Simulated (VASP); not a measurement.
# PbSe (Cmmm) in VASP: notebook

The runs below take PbSe through single point, with PBE+D3(BJ).

All numbers are computed with VASP 6.6.1; they aren't measurements. Logs are shortened: lines on timing, memory, paths and dates and some standing lists are left out, and cuts for length are marked.

## 1. The cell of the first run

It takes space group Cmmm (No. 65, orthorhombic). Conventional cell: a = 5.272 Å, b = 5.432 Å, c = 3.784 Å, α = 90.00°, β = 90.00°, γ = 90.00°. Pb (site symmetry mmm) has 8 Se at 3.24 to 3.31 Å and 6 Pb at 3.78 Å within 4.3 Å. Within 4.3 Å of Se (site symmetry mmm) lie 8 Pb at 3.24 to 3.31 Å and 6 Se at 3.78 Å.

## 2. Single point, PBE+D3(BJ) (strain -0.0300 x Voigt [0, 0, 0, 0, 1, 0])

Input file INCAR:

```
SYSTEM = PbSe
PREC = Accurate
ENCUT = 520
EDIFF = 1E-7
ISMEAR = 0
SIGMA = 0.15
LREAL = .False.
LASPH = .True.
NELM = 60
ALGO = Normal
ISIF = 2
LWAVE = .False.
LCHARG = .False.
GGA = PE
IVDW = 12
NBANDS = 17
```

Input file KPOINTS:

```
Automatic mesh
0
Gamma
  12 12 12
  0 0 0
```

Input file POSCAR:

```
PbSe
1.0
    3.7843220000      0.0000000000     -0.0567648300
    0.0000000000      3.7843220000      0.0000000000
   -0.0567648300      0.0000000000      3.7843220000
Pb Se
1 1
Direct
    0.0000000000      0.0000000000      0.0000000000
    0.5000000000      0.5000000000      0.5000000000
```

Potentials or basis: VASP PAW PBE potentials, release 64 (Pb_d, Se).

Started as:

```bash
> cat potpaw_PBE.64/Pb_d/POTCAR potpaw_PBE.64/Se/POTCAR > POTCAR
> mpirun -np 1 vasp_std > vasp.out
```

OUTCAR:

```text
SYSTEM = PbSe
   PREC = Accurate
   ENCUT = 520
   EDIFF = 1E-7
   ISMEAR = 0
   LREAL = .False.
   LASPH = .True.
   NELM = 60
   ISIF = 2
   GGA = PE
   IVDW = 12
 IVDW          = 12

 ion  position               nearest neighbor table
   1  0.000  0.000  0.000-   2 3.24   2 3.24   2 3.24   2 3.24   2 3.31   2 3.31   2 3.31   2 3.31

   2  0.500  0.500  0.500-   1 3.24   1 3.24   1 3.24   1 3.24   1 3.31   1 3.31   1 3.31   1 3.31

  LATTYP: Found a base centered orthorhombic cell.
 ALAT       =     5.2715619043
 B/A-ratio  =     1.0304568528
 C/A-ratio  =     0.7178749048

  Lattice vectors:

 A1 = (  -0.0567648300,   0.0000000000,   3.7843220000)
 A2 = (   3.7843220000,   0.0000000000,  -0.0567648300)
 A3 = (   0.0000000000,   3.7843220000,   0.0000000000)

Analysis of symmetry for initial positions (statically):
=====================================================================
 Subroutine PRICEL returns:
 Original cell was already a primitive cell.

 Routine SETGRP: Setting up the symmetry group for a
 base centered orthorhombic supercell.

 Subroutine GETGRP returns: Found  8 space group operations
 (whereof  8 operations were pure point group operations)
 out of a pool of  8 trial point group operations.

The static configuration has the point symmetry D_2h.

Analysis of symmetry for dynamics (positions and initial velocities):
=====================================================================
 Subroutine PRICEL returns:
 Original cell was already a primitive cell.

 Routine SETGRP: Setting up the symmetry group for a
 base centered orthorhombic supercell.

 Subroutine GETGRP returns: Found  8 space group operations
 (whereof  8 operations were pure point group operations)
 out of a pool of  8 trial point group operations.

The dynamic configuration has the point symmetry D_2h.

 Subroutine INISYM returns: Found  8 space group operations
 (whereof  8 operations are pure point group operations),
 and found     1 'primitive' translations

----------------------------------------------------------------------------------------

                                     Primitive cell

  volume of cell :      54.1834

  direct lattice vectors                    reciprocal lattice vectors
     3.784322000  0.000000000 -0.056764830     0.264307596  0.000000000  0.003964614
     0.000000000  3.784322000  0.000000000     0.000000000  0.264248127  0.000000000
    -0.056764830  0.000000000  3.784322000     0.003964614  0.000000000  0.264307596

  length of vectors
     3.784747712  3.784322000  3.784747712     0.264337329  0.264248127  0.264337329

  position of ions in fractional coordinates (direct lattice)
     0.000000000  0.000000000  0.000000000
     0.500000000  0.500000000  0.500000000

  ion indices of the primitive-cell ions
   primitive index   ion index
                 1           1
                 2           2

----------------------------------------------------------------------------------------

 KPOINTS: Automatic mesh

Automatic generation of k-mesh.
 Grid dimensions read from file:
 generate k-points for:   12   12   12

 Generating k-lattice:

  Cartesian coordinates                     Fractional coordinates (reciprocal lattice)
     0.022025633  0.000000000  0.000330384     0.083333333  0.000000000  0.000000000
     0.000000000  0.022020677  0.000000000     0.000000000  0.083333333  0.000000000
     0.000330384  0.000000000  0.022025633     0.000000000  0.000000000  0.083333333

  Length of vectors
     0.022028111  0.022020677  0.022028111

  Shift w.r.t. Gamma in fractional coordinates (k-lattice)
     0.000000000  0.000000000  0.000000000

 Subroutine IBZKPT returns following result:
 ===========================================

 Found    301 irreducible k-points:

 Following reciprocal coordinates:
            Coordinates               Weight
  0.000000  0.000000  0.000000      1.000000
  0.083333  0.000000  0.000000      4.000000
  0.166667  0.000000 -0.000000      4.000000
  0.250000  0.000000 -0.000000      4.000000
  0.333333  0.000000 -0.000000      4.000000
  0.416667  0.000000  0.000000      4.000000
[... 16 lines left out ...]
  0.083333  0.250000  0.000000      8.000000
  0.166667  0.250000 -0.000000      8.000000
 [... further k-points ...]
   k-points           NKPTS =    301   k-points in BZ     NKDIM =    301   number of bands    NBANDS=     17
   number of dos      NEDOS =    301   number of ions     NIONS =      2
   total plane-waves  NPLWV =  21952
   dimension x,y,z NGX =    28 NGY =   28 NGZ =   28
   dimension x,y,z NGXF=    56 NGYF=   56 NGZF=   56
   ions per type =               1   1
   NGX,Y,Z   is equivalent  to a cutoff of  12.30, 12.30, 12.30 a.u.
   NGXF,Y,Z  is equivalent  to a cutoff of  24.60, 24.60, 24.60 a.u.
 SYSTEM =  PbSe
   PREC   = accura    normal or accurate (medium, high low for compatibility)
   ISTART =      0    job   : 0-new  1-cont  2-samecut
   ICHARG =      2    charge: 1-file 2-atom 10-const
   ISPIN  =      1    spin polarized calculation?
   LNONCOLLINEAR =      F non collinear calculations
   LSORBIT =      F    spin-orbit coupling
   LASPH  =      T    aspherical Exc in radial PAW
   ENCUT  =  520.0 eV  38.22 Ry    6.18 a.u.   7.04  7.04  7.04*2*pi/ulx,y,z
   NELM   =     60;   NELMIN=  2; NELMDL= -5     # of ELM steps
   EDIFF  = 0.1E-06   stopping-criterion for ELM
   LREAL  =      F    real-space projection
   EDIFFG = 0.1E-05   stopping-criterion for IOM
   NSW    =      0    number of steps for IOM
   IBRION =     -1    ionic relax: 0-MD 1-quasi-New 2-CG
   NFREE  =      0    steps in history (QN), initial steepest desc. (CG)
   ISIF   =      2    stress and relaxation
   ISYM   =      2    0-nonsym 1-usesym 2-fastsym
   POTIM  = 0.5000    time-step for ionic-motion
   TEBEG  =    0.0;   TEEND  =   0.0 temperature during run
   PSTRESS=    0.0 pullay stress
   NELECT =      20.0000    total number of electrons
   NUPDOWN=      -1.0000    fix difference up-down
   EMIN   =  10.00;   EMAX   =-10.00  energy-range for DOS
   EFERMI =   0.00;   METHOD = LEGACY
   ISMEAR =     0;   SIGMA  =   0.15  broadening in eV -4-tet -1-fermi 0-gaus
   EFERMI_NEDOS =   21; number of points for ismear=-14 and -15
   IALGO  =     38    algorithm
   IMIX   =      4    mixing-type and parameters
     AMIX     =   0.40;   BMIX     =  1.00
     AMIX_MAG =   1.60;   BMIX_MAG =  1.00
  volume/ion in A,a.u.               =      27.09       182.82
  Fermi-wavevector in a.u.,A,eV,Ry     =   1.174346  2.219192 18.763631  1.379088
  Thomas-Fermi vector in A             =   2.310744
   LORBIT       =      0    0 simple, 1 ext, 2 COOP (PROOUT), +10 PAW based schemes
   GGA     = PE    functional components
   LHFCALC =     F    Hartree Fock is set to
   AEXX    =    0.0000 exact exchange contribution
   IVDW    =    12    specifies the selected vdW correction
   LEPSILON=     F    determine dielectric tensor
   LRPA    =     F    only Hartree local field effects (RPA)
 non-spin polarized calculation
 Gauss-broadening in eV      SIGMA  =   0.15
  energy-cutoff  :      520.00
  volume of cell :       54.18
 maximum number of plane-waves:      1480
   NGX = 15   NGY = 15   NGZ = 15

 number of electron      20.0000007 magnetization

 Free energy of the ion-electron system (eV)
  ---------------------------------------------------
  ext. energy  EPLUGINS =         0.00000000
  ---------------------------------------------------
  free energy    TOTEN  =        -7.72249967 eV

  energy without entropy =       -7.71238932  energy(sigma->0) =       -7.71744450

 E-fermi :   5.3518     XC(G=0):  -9.9541

 val. band max:        5.3490137089   @ k =   0.2500   0.1667   0.0833
 cond. band min:       5.3629074902   @ k =   0.3333   0.5000   0.3333
 fundamental gap:      0.0138937813
 Fermi energy:         5.3517978715

 k-point     1 :       0.0000    0.0000    0.0000
  band No.  band energies     occupation
      1     -11.6063      2.00000
      2     -11.6060      2.00000
      3     -11.4593      2.00000
      4     -11.4571      2.00000
      5     -11.4543      2.00000
      6      -7.8595      2.00000
[... 9 lines left out ...]
     16      16.5152      0.00000
     17      18.0718      0.00000

 k-point     2 :       0.0833    0.0000    0.0000
  band No.  band energies     occupation
      1     -11.6058      2.00000
      2     -11.5984      2.00000
      3     -11.4610      2.00000
      4     -11.4599      2.00000
      5     -11.4551      2.00000
      6      -7.8084      2.00000
[... 9 lines left out ...]
     16      16.9462      0.00000
     17      17.7676      0.00000

 k-point     3 :       0.1667    0.0000   -0.0000
  band No.  band energies     occupation
      1     -11.6046      2.00000
      2     -11.5774      2.00000
      3     -11.4679      2.00000
      4     -11.4676      2.00000
      5     -11.4553      2.00000
      6      -7.6597      2.00000
[... 9 lines left out ...]
     16      16.8960      0.00000
     17      17.4880      0.00000

 k-point     4 :       0.2500    0.0000   -0.0000
  band No.  band energies     occupation
      1     -11.6030      2.00000
      2     -11.5488      2.00000
      3     -11.4782      2.00000
      4     -11.4780      2.00000
      5     -11.4547      2.00000
      6      -7.4298      2.00000
[... 9 lines left out ...]
     16      15.7845      0.00000
     17      17.5846      0.00000
[... 343 lines left out ...]
      1     -11.6027      2.00000
      2     -11.5490      2.00000
      3     -11.4797      2.00000
      4     -11.4762      2.00000
      5     -11.4550      2.00000
      6      -7.4299      2.00000
[... 9 lines left out ...]
     16      15.7779      0.00000
     17      17.2543      0.00000

 k-point    23 :       0.0833    0.2500    0.0000
  band No.  band energies     occupation
      1     -11.5971      2.00000
      2     -11.5463      2.00000
      3     -11.4830      2.00000
      4     -11.4771      2.00000
      5     -11.4577      2.00000
      6      -7.3819      2.00000
[... 9 lines left out ...]
     16      15.7982      0.00000
     17      16.6481      0.00000

 k-point    24 :       0.1667    0.2500   -0.0000
  band No.  band energies     occupation
      1     -11.5845      2.00000
      2     -11.5361      2.00000
      3     -11.4950      2.00000
      4     -11.4765      2.00000
      5     -11.4648      2.00000
      6      -7.2439      2.00000
[... 9 lines left out ...]
     16      15.1661      0.00000
     17      16.0751      0.00000

 [... further k-points ...]

------------------------ aborting loop because EDIFF is reached ----------------------------------------

 Edisp (eV)   -0.77934

 E8    (eV) :    -0.3627

  FORCE on cell =-STRESS in cart. coord.  units (eV):
  Direction    XX          YY          ZZ          XY          YZ          ZX
  --------------------------------------------------------------------------------------
  -------------------------------------------------------------------------------------
  Total      -0.76089    -0.75159    -0.76089     0.00000     0.00000     0.06966
  in kB     -22.49899   -22.22425   -22.49899     0.00000     0.00000     2.05993
  external pressure =      -22.41 kB  Pullay stress =        0.00 kB

 VOLUME and BASIS-vectors are now :
 -----------------------------------------------------------------------------
  energy-cutoff  :      520.00
  volume of cell :       54.18
      direct lattice vectors                 reciprocal lattice vectors
     3.784322000  0.000000000 -0.056764830     0.264307596  0.000000000  0.003964614
     0.000000000  3.784322000  0.000000000     0.000000000  0.264248127  0.000000000
    -0.056764830  0.000000000  3.784322000     0.003964614  0.000000000  0.264307596

 POSITION                                       TOTAL-FORCE (eV/Angst)
 -----------------------------------------------------------------------------------
      0.00000      0.00000      0.00000         0.000000      0.000000      0.000000
      1.86378      1.89216      1.86378        -0.000000      0.000000      0.000000
 -----------------------------------------------------------------------------------
    total drift:                               -0.000000      0.000000     -0.000000

  FREE ENERGIE OF THE ION-ELECTRON SYSTEM (eV)
  ---------------------------------------------------
  free  energy   TOTEN  =        -8.5018387070 eV

  energy  without entropy=       -8.4917283545  energy(sigma->0) =       -8.49678353
```

It took 78 s on 1 thread of Intel Xeon 6975P-C (Granite Rapids), shared host; peak memory 0.39 GiB.

What came out:

```
Free energy                : -8.5018 eV
Pressure                   : -2.2 GPa
Band gap on the k mesh     : zero (band 10 reaches 5.48 eV, above the bottom of band 11 at 4.67 eV)
Dispersion energy per atom : -0.390 eV
```

Caveat: the cell differs from its parent crystal (strain -0.0300 x Voigt [0, 0, 0, 0, 1, 0]); spin-orbit coupling is left out, which moves the levels of the heavy elements; pairwise dispersion overbinds metals, which lowers pressure and volume.

## 3. Single point, PBE+D3(BJ) (strain +0.0150 x Voigt [0, 0, 0, 0, 1, 0])

Input file INCAR:

```
SYSTEM = PbSe
PREC     = Accurate       ! precision mode
ENCUT    = 520            ! plane-wave cutoff, eV
EDIFF    = 1E-7           ! SCF threshold, eV
ISMEAR   = 0              ! smearing method
SIGMA    = 0.15           ! smearing width, eV
LREAL    = .False.        ! projectors in reciprocal space
LASPH    = .True.         ! aspherical terms in the spheres
NELM     = 100            ! most SCF steps
ALGO     = Normal         ! electronic algorithm
ISIF     = 2              ! what is computed and relaxed
LWAVE    = .False.        ! write WAVECAR
LCHARG   = .False.        ! write CHGCAR
GGA      = PE             ! functional
IVDW     = 12             ! dispersion correction
NBANDS   = 17             ! bands
```

KPOINTS is that of step 2.

Input file POSCAR:

```
PbSe
1.0
    3.7843220000      0.0000000000      0.0283824150
    0.0000000000      3.7843220000      0.0000000000
    0.0283824150      0.0000000000      3.7843220000
Pb Se
1 1
Direct
    0.0000000000      0.0000000000      0.0000000000
    0.5000000000      0.5000000000      0.5000000000
```

Potentials or basis: VASP PAW PBE potentials, release 64 (Pb_d, Se).

Started as:

```bash
> cat potpaw_PBE.64/Pb_d/POTCAR potpaw_PBE.64/Se/POTCAR > POTCAR
> mpirun -np 1 vasp_std > vasp.out
```

Wall time 76 s (1 thread of Intel Xeon 6975P-C (Granite Rapids), shared host); peak memory 0.38 GiB.

It converged, with:

* Free energy: -8.5025 eV
* Pressure: -2.3 GPa
* Band gap on the k mesh: zero (band 10 reaches 5.47 eV, above the bottom of band 11 at 4.71 eV)
* Dispersion energy per atom: -0.390 eV

Stress tensor (GPa, compression positive):
```
-2.27  0.00 -0.10
 0.00 -2.27  0.00
-0.10  0.00 -2.27
```

Levels at points of the mesh, in eV from the Fermi level:
| k point | band 7 | band 8 | band 9 | band 10 | band 11 | band 12 | band 13 | band 14 |
| --- | --- | --- | --- | --- | --- | --- | --- | --- |
| (0.00, 0.00, 0.00) | -7.08 | -1.56 | -1.50 | -1.43 | 5.12 | 5.12 | 5.95 | 6.05 |
| (0.50, 0.00, 0.00) | -8.96 | -0.33 | -0.27 | -0.23 | 0.10 | 3.39 | 3.39 | 6.50 |
| (0.00, 0.50, 0.00) | -8.96 | -0.30 | -0.29 | -0.24 | 0.10 | 3.34 | 3.45 | 6.50 |
| (0.50, 0.50, 0.00) | -7.48 | -4.34 | -4.34 | -0.02 | 4.10 | 4.12 | 4.99 | 6.77 |
| (0.50, 0.00, 0.50) | -7.48 | -4.36 | -4.33 | -0.02 | 4.06 | 4.16 | 4.98 | 6.77 |
| (0.50, 0.50, 0.50) | -6.44 | -2.35 | -2.34 | -2.32 | -0.64 | -0.60 | -0.56 | 13.66 |

Caveat: the cell differs from its parent crystal (strain +0.0150 x Voigt [0, 0, 0, 0, 1, 0]); spin-orbit coupling is left out, which moves the levels of the heavy elements; pairwise dispersion overbinds metals, which lowers pressure and volume.
